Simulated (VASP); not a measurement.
# NaH4 (P6/mmm) in VASP: further runs

The runs below take NaH4 through single point, relaxation of cell and atoms, with PBE.

Everything below comes from runs of VASP 6.6.1. Logs are shortened: lines on timing, memory, paths and dates and some standing lists are left out, and cuts for length are marked.

## 1. The cell of the first run

Symmetry: P6/mmm, No. 191, hexagonal system. Conventional cell: a = 4.219 Å, b = 4.219 Å, c = 6.132 Å, α = 90.00°, β = 90.00°, γ = 120.00°. Within 4.8 Å of Na (site symmetry 6/mmm) lie 24 H at 3.63 to 4.22 Å and 6 Na at 4.22 Å. Within 1.0 Å of H (site symmetry 3m) lie 1 H at 0.76 Å.

## 2. Single point, PBE

The input, INCAR:

```
PREC = Accurate
ENCUT = 520
EDIFF = 1E-6
ISMEAR = 0
SIGMA = 0.1
LREAL = F
LASPH = T
NELM = 100
ALGO = Normal
ISIF = 2
LWAVE = F
LCHARG = F
GGA = PE
NBANDS = 14
```

The input, KPOINTS:

```
regular mesh
0
Gamma
  12 12 6
```

The input, POSCAR:

```
NaH4
1.0
    4.2188241154      0.0000000000      0.0000000000
   -2.1094120577      3.6536088580      0.0000000000
    0.0000000000      0.0000000000      6.1323679722
Na H
1 4
Direct
    0.0000000000      0.0000000000      0.0000000000
    0.3333333333      0.6666666667      0.4383318505
    0.3333333333      0.6666666667      0.5616681495
    0.6666666667      0.3333333333      0.4383318505
    0.6666666667      0.3333333333      0.5616681495
```

Potentials or basis: VASP PAW PBE potentials, release 64 (Na_pv, H).

On the command line:

```sh
$ cat potpaw_PBE.64/Na_pv/POTCAR potpaw_PBE.64/H/POTCAR > POTCAR
$ mpirun -np 1 vasp_std > vasp.out
```

OUTCAR:

```text
PREC = Accurate
   ENCUT = 520
   EDIFF = 1E-6
   ISMEAR = 0
   LREAL = F
   LASPH = T
   NELM = 100
   ISIF = 2
   GGA = PE

 ion  position               nearest neighbor table
   1  0.000  0.000  0.000-
   2  0.333  0.667  0.438-   3 0.76
   3  0.333  0.667  0.562-   2 0.76
   4  0.667  0.333  0.438-   5 0.76
   5  0.667  0.333  0.562-   4 0.76

  LATTYP: Found a hexagonal cell.
 ALAT       =     4.2188241154
 C/A-ratio  =     1.4535727976

  Lattice vectors:

 A1 = (   4.2188241154,   0.0000000000,   0.0000000000)
 A2 = (  -2.1094120577,   3.6536088580,   0.0000000000)
 A3 = (   0.0000000000,   0.0000000000,   6.1323679722)

Analysis of symmetry for initial positions (statically):
=====================================================================
 Subroutine PRICEL returns:
 Original cell was already a primitive cell.

 Routine SETGRP: Setting up the symmetry group for a
 hexagonal supercell.

 Subroutine GETGRP returns: Found 24 space group operations
 (whereof 24 operations were pure point group operations)
 out of a pool of 24 trial point group operations.

The static configuration has the point symmetry D_6h.

Analysis of symmetry for dynamics (positions and initial velocities):
=====================================================================
 Subroutine PRICEL returns:
 Original cell was already a primitive cell.

 Routine SETGRP: Setting up the symmetry group for a
 hexagonal supercell.

 Subroutine GETGRP returns: Found 24 space group operations
 (whereof 24 operations were pure point group operations)
 out of a pool of 24 trial point group operations.

The dynamic configuration has the point symmetry D_6h.

 Subroutine INISYM returns: Found 24 space group operations
 (whereof 24 operations are pure point group operations),
 and found     1 'primitive' translations

----------------------------------------------------------------------------------------

                                     Primitive cell

  volume of cell :      94.5239

  direct lattice vectors                    reciprocal lattice vectors
     4.218824115  0.000000000  0.000000000     0.237032873  0.136850993  0.000000000
    -2.109412058  3.653608858  0.000000000     0.000000000  0.273701986  0.000000000
     0.000000000  0.000000000  6.132367972     0.000000000  0.000000000  0.163069145

  length of vectors
     4.218824115  4.218824115  6.132367972     0.273701986  0.273701986  0.163069145

  position of ions in fractional coordinates (direct lattice)
     0.000000000  0.000000000  0.000000000
     0.333333333  0.666666667  0.438331850
     0.333333333  0.666666667  0.561668150
     0.666666667  0.333333333  0.438331850
     0.666666667  0.333333333  0.561668150

  ion indices of the primitive-cell ions
   primitive index   ion index
                 1           1
                 2           2
                 3           3
                 4           4
                 5           5

----------------------------------------------------------------------------------------

 KPOINTS: regular mesh

Automatic generation of k-mesh.
 Grid dimensions read from file:
 generate k-points for:   12   12    6

 Generating k-lattice:

  Cartesian coordinates                     Fractional coordinates (reciprocal lattice)
     0.019752739  0.011404249  0.000000000     0.083333333  0.000000000  0.000000000
     0.000000000  0.022808499  0.000000000     0.000000000  0.083333333  0.000000000
     0.000000000  0.000000000  0.027178191     0.000000000  0.000000000  0.166666667

  Length of vectors
     0.022808499  0.022808499  0.027178191

  Shift w.r.t. Gamma in fractional coordinates (k-lattice)
     0.000000000  0.000000000  0.000000000

 Subroutine IBZKPT returns following result:
 ===========================================

 Found     76 irreducible k-points:

 Following reciprocal coordinates:
            Coordinates               Weight
  0.000000  0.000000  0.000000      1.000000
  0.083333 -0.000000  0.000000      6.000000
  0.166667 -0.000000  0.000000      6.000000
  0.250000 -0.000000  0.000000      6.000000
  0.333333 -0.000000  0.000000      6.000000
  0.416667 -0.000000  0.000000      6.000000
[... 16 lines left out ...]
  0.250000 -0.000000  0.166667     12.000000
  0.333333 -0.000000  0.166667     12.000000
 [... further k-points ...]
   k-points           NKPTS =     76   k-points in BZ     NKDIM =     76   number of bands    NBANDS=     14
   number of dos      NEDOS =    301   number of ions     NIONS =      5
   total plane-waves  NPLWV =  49152
   dimension x,y,z NGX =    32 NGY =   32 NGZ =   48
   dimension x,y,z NGXF=    64 NGYF=   64 NGZF=   96
   ions per type =               1   4
   NGX,Y,Z   is equivalent  to a cutoff of  12.61, 12.61, 13.01 a.u.
   NGXF,Y,Z  is equivalent  to a cutoff of  25.22, 25.22, 26.03 a.u.
 SYSTEM =  unknown system
   PREC   = accura    normal or accurate (medium, high low for compatibility)
   ISTART =      0    job   : 0-new  1-cont  2-samecut
   ICHARG =      2    charge: 1-file 2-atom 10-const
   ISPIN  =      1    spin polarized calculation?
   LNONCOLLINEAR =      F non collinear calculations
   LSORBIT =      F    spin-orbit coupling
   LASPH  =      T    aspherical Exc in radial PAW
   ENCUT  =  520.0 eV  38.22 Ry    6.18 a.u.   7.84  7.84 11.40*2*pi/ulx,y,z
   NELM   =    100;   NELMIN=  2; NELMDL= -5     # of ELM steps
   EDIFF  = 0.1E-05   stopping-criterion for ELM
   LREAL  =      F    real-space projection
   EDIFFG = 0.1E-04   stopping-criterion for IOM
   NSW    =      0    number of steps for IOM
   IBRION =     -1    ionic relax: 0-MD 1-quasi-New 2-CG
   NFREE  =      0    steps in history (QN), initial steepest desc. (CG)
   ISIF   =      2    stress and relaxation
   ISYM   =      2    0-nonsym 1-usesym 2-fastsym
   POTIM  = 0.5000    time-step for ionic-motion
   TEBEG  =    0.0;   TEEND  =   0.0 temperature during run
   PSTRESS=    0.0 pullay stress
   NELECT =      11.0000    total number of electrons
   NUPDOWN=      -1.0000    fix difference up-down
   EMIN   =  10.00;   EMAX   =-10.00  energy-range for DOS
   EFERMI =   0.00;   METHOD = LEGACY
   ISMEAR =     0;   SIGMA  =   0.10  broadening in eV -4-tet -1-fermi 0-gaus
   EFERMI_NEDOS =   21; number of points for ismear=-14 and -15
   IALGO  =     38    algorithm
   IMIX   =      4    mixing-type and parameters
     AMIX     =   0.40;   BMIX     =  1.00
     AMIX_MAG =   1.60;   BMIX_MAG =  1.00
  volume/ion in A,a.u.               =      18.90       127.58
  Fermi-wavevector in a.u.,A,eV,Ry     =   0.799267  1.510395  8.691777  0.638828
  Thomas-Fermi vector in A             =   1.906338
   LORBIT       =      0    0 simple, 1 ext, 2 COOP (PROOUT), +10 PAW based schemes
   GGA     = PE    functional components
   LHFCALC =     F    Hartree Fock is set to
   AEXX    =    0.0000 exact exchange contribution
   IVDW    =     0    specifies the selected vdW correction
   LEPSILON=     F    determine dielectric tensor
   LRPA    =     F    only Hartree local field effects (RPA)
 non-spin polarized calculation
 Gauss-broadening in eV      SIGMA  =   0.10
  energy-cutoff  :      520.00
  volume of cell :       94.52
 maximum number of plane-waves:      2574
 NGX is ok and might be reduce to    32
   NGX = 15   NGY = 15   NGZ = 23

 number of electron      11.0000006 magnetization

 Free energy of the ion-electron system (eV)
  ---------------------------------------------------
  ext. energy  EPLUGINS =         0.00000000
  ---------------------------------------------------
  free energy    TOTEN  =       -14.40024483 eV

  energy without entropy =      -14.39791832  energy(sigma->0) =      -14.39908157

 E-fermi :  -0.8317     XC(G=0):  -5.5851

 val. band max:       -0.8995908735   @ k =   0.2500   0.0833   0.0000
 cond. band min:      -0.7744025900   @ k =   0.4167  -0.0000   0.5000
 fundamental gap:      0.1251882834
 Fermi energy:        -0.8317256696

 k-point     1 :       0.0000    0.0000    0.0000
  band No.  band energies     occupation
      1     -26.3501      2.00000
      2     -26.3179      2.00000
      3     -26.3179      2.00000
      4      -9.4900      2.00000
      5      -6.4127      2.00000
      6      -1.8246      2.00000
      7      -0.2125      0.00000
      8       5.9729      0.00000
      9       6.7843      0.00000
     10       6.7843      0.00000
     11       7.5209      0.00000
     12       7.6634      0.00000
     13       7.6634      0.00000
     14       8.5239      0.00000

 k-point     2 :       0.0833   -0.0000    0.0000
  band No.  band energies     occupation
      1     -26.3501      2.00000
      2     -26.3184      2.00000
      3     -26.3180      2.00000
      4      -9.4490      2.00000
      5      -6.4688      2.00000
      6      -1.7517      2.00000
      7      -0.1407      0.00000
      8       5.4971      0.00000
      9       6.3159      0.00000
     10       6.3991      0.00000
     11       7.2497      0.00000
     12       8.1972      0.00000
     13       8.2555      0.00000
     14       8.3961      0.00000

 k-point     3 :       0.1667   -0.0000    0.0000
  band No.  band energies     occupation
      1     -26.3499      2.00000
      2     -26.3196      2.00000
      3     -26.3183      2.00000
      4      -9.3288      2.00000
      5      -6.6296      2.00000
      6      -1.5348      2.00000
      7       0.0739      0.00000
      8       4.4394      0.00000
      9       5.7045      0.00000
     10       6.0210      0.00000
     11       6.5046      0.00000
     12       8.0202      0.00000
     13       8.3297      0.00000
     14       8.4267      0.00000
[... 324 lines left out ...]
 k-point    23 :       0.2500   -0.0000    0.1667
  band No.  band energies     occupation
      1     -26.3497      2.00000
      2     -26.3212      2.00000
      3     -26.3188      2.00000
      4      -9.1338      2.00000
      5      -6.8726      2.00000
      6      -1.4709      2.00000
      7       0.9407      0.00000
      8       3.4294      0.00000
      9       4.7459      0.00000
     10       5.3091      0.00000
     11       6.3110      0.00000
     12       6.8766      0.00000
     13       7.7903      0.00000
     14       8.0064      0.00000

 k-point    24 :       0.3333   -0.0000    0.1667
  band No.  band energies     occupation
      1     -26.3495      2.00000
      2     -26.3228      2.00000
      3     -26.3192      2.00000
      4      -8.8948      2.00000
      5      -7.1647      2.00000
      6      -0.9587      1.92748
      7       1.3363      0.00000
      8       2.4397      0.00000
      9       3.9705      0.00000
     10       4.9483      0.00000
     11       5.6331      0.00000
     12       6.5511      0.00000
     13       7.4417      0.00000
     14       8.1593      0.00000

 [... further k-points ...]
[... 5 lines left out ...]
  --------------------------------------------------------------------------------------
  -------------------------------------------------------------------------------------
  Total       -0.0663959     -0.0663959     -0.0666057     -0.0000000     -0.0000000      0.0000000
  in kB       -1.1254078     -1.1254078     -1.1289640     -0.0000000     -0.0000000      0.0000000
  external PRESSURE =      -1.1265932 kB  Pullay stress =       0.0000000 kB

 VOLUME and BASIS-vectors are now :
 -----------------------------------------------------------------------------
  energy-cutoff  :      520.00
  volume of cell :       94.52
      direct lattice vectors                 reciprocal lattice vectors
     4.218824115  0.000000000  0.000000000     0.237032873  0.136850993  0.000000000
    -2.109412058  3.653608858  0.000000000     0.000000000  0.273701986  0.000000000
     0.000000000  0.000000000  6.132367972     0.000000000  0.000000000  0.163069145

 POSITION                                       TOTAL-FORCE (eV/Angst)
 -----------------------------------------------------------------------------------
      0.00000      0.00000      0.00000         0.000000      0.000000      0.000000
     -0.00000      2.43574      2.68801        -0.000000     -0.000000      0.007956
     -0.00000      2.43574      3.44436         0.000000     -0.000000     -0.007956
      2.10941      1.21787      2.68801         0.000000      0.000000      0.007956
      2.10941      1.21787      3.44436        -0.000000      0.000000     -0.007956
 -----------------------------------------------------------------------------------
    total drift:                               -0.000000      0.000000     -0.000000

  FREE ENERGIE OF THE ION-ELECTRON SYSTEM (eV)
  ---------------------------------------------------
  free  energy   TOTEN  =       -14.4002448276 eV

  energy  without entropy=      -14.3979183169  energy(sigma->0) =      -14.39908157
```

Run time: 47 s. Hardware: 1 thread of Intel Xeon Platinum 8375C at 2.90GHz (Ice Lake), shared host; peak memory 0.25 GiB.

Results:

```
Free energy   : -14.4002 eV
Pressure      : -0.1 GPa
Largest force : 0.008 eV/Å
```

Forces on the atoms (eV/Å):
```
Na   0.000  0.000  0.000
H    0.000  0.000  0.008
H    0.000  0.000 -0.008
H    0.000  0.000  0.008
H    0.000  0.000 -0.008
```

## 3. Relaxation of cell and atoms, PBE

This run uses another cell than the first one, of 9.92 Å³/atom, 0.525 times its volume.

The input, INCAR:

```
SYSTEM = NaH4
PREC     = Accurate       ! precision mode
ENCUT    = 600            ! plane-wave cutoff, eV
EDIFF    = 1E-6           ! SCF threshold, eV
ISMEAR   = 0              ! smearing method
SIGMA    = 0.1            ! smearing width, eV
LREAL    = .FALSE.        ! projectors in reciprocal space
LASPH    = .TRUE.         ! aspherical terms in the spheres
NELM     = 100            ! most SCF steps
ALGO     = Normal         ! electronic algorithm
ISIF     = 3              ! what is computed and relaxed
LWAVE    = .FALSE.        ! write WAVECAR
LCHARG   = .FALSE.        ! write CHGCAR
GGA      = PE             ! functional
IBRION   = 2              ! ionic algorithm
NSW      = 100            ! ionic steps
EDIFFG   = -0.01          ! ionic threshold
```

The input, KPOINTS:

```
regular mesh
0
G
  12 12 6
  0 0 0
```

The input, POSCAR:

```
NaH4
1.0
    2.9151609386      0.0000000000      0.0000000000
   -1.4575804693      2.5246034290      0.0000000000
    0.0000000000      0.0000000000      6.7384897090
Na H
1 4
Direct
    0.0000000000      0.0000000000      0.0000000000
    0.3333333333      0.6666666667      0.2166446127
    0.3333333333      0.6666666667      0.7833553873
    0.6666666667      0.3333333333      0.2166446127
    0.6666666667      0.3333333333      0.7833553873
```

Potentials or basis: VASP PAW PBE potentials, release 64 (Na_pv, H).

On the command line:

```sh
$ cat potpaw_PBE.64/Na_pv/POTCAR potpaw_PBE.64/H/POTCAR > POTCAR
$ mpirun -np 1 vasp_std > vasp.out
```

Run time: 68 s. Hardware: 1 thread of Intel Xeon Platinum 8375C at 2.90GHz (Ice Lake), shared host; peak memory 0.19 GiB.

It converged, with:

| Item | Value |
| --- | --- |
| Free energy | -11.0792 eV |
| Relaxed volume | 9.78 Å³/atom |
| Relaxed cell | a = 2.852 Å, b = 2.852 Å, c = 6.942 Å, α = 90.00°, β = 90.00°, γ = 120.00° |
| Space group after relaxing (to 0.05 Å) | P6/mmm (No. 191) |
| Energy gained by relaxing | 4.4 meV/atom |
| Ionic steps | 5 |
| Pressure after relaxing | -0.1 GPa |
| Largest force after relaxing | 0.004 eV/Å |

Forces in eV/Å, atoms in the order of the input:
```
Na   0.000  0.000  0.000
H    0.000  0.000  0.004
H    0.000  0.000 -0.004
H    0.000  0.000  0.004
H    0.000  0.000 -0.004
```

The path:
```
step  energy change (eV)  largest force (eV/Å)  pressure (GPa)  volume (Å³)
   1              0.0000                0.0931           -0.23        49.59
   2             -0.0060                0.0807           -0.24        49.49
   3             -0.0187                0.0393           -0.15        49.17
   4             -0.0148                0.0542            0.03        48.47
   5             -0.0221                0.0035           -0.10        48.91
```

Final structure:
```
Na H
1.0
     2.85221    0.00000    0.00000
    -1.42611    2.47009    0.00000
     0.00000    0.00000    6.94189
Na H
1 4
Direct
  0.00000 0.00000 0.00000
  0.33333 0.66667 0.22090
  0.33333 0.66667 0.77910
  0.66667 0.33333 0.22090
  0.66667 0.33333 0.77910
```

Levels at points of the mesh, in eV from the Fermi level:
```tsv
k point	band 2	band 3	band 4	band 5	band 6	band 7	band 8	band 9
(0.00, 0.00, 0.00)	-23.75	-23.75	-8.10	-6.92	1.69	7.51	7.67	8.09
(0.50, 0.00, 0.00)	-23.82	-23.74	-3.77	-3.20	-1.01	0.10	6.82	8.43
(0.00, 0.00, 0.50)	-23.75	-23.75	-8.02	-7.06	2.77	4.40	7.69	8.07
(0.50, 0.00, 0.50)	-23.82	-23.74	-3.70	-3.29	-0.93	-0.02	7.57	9.65
```

[end of part 1 of 2]
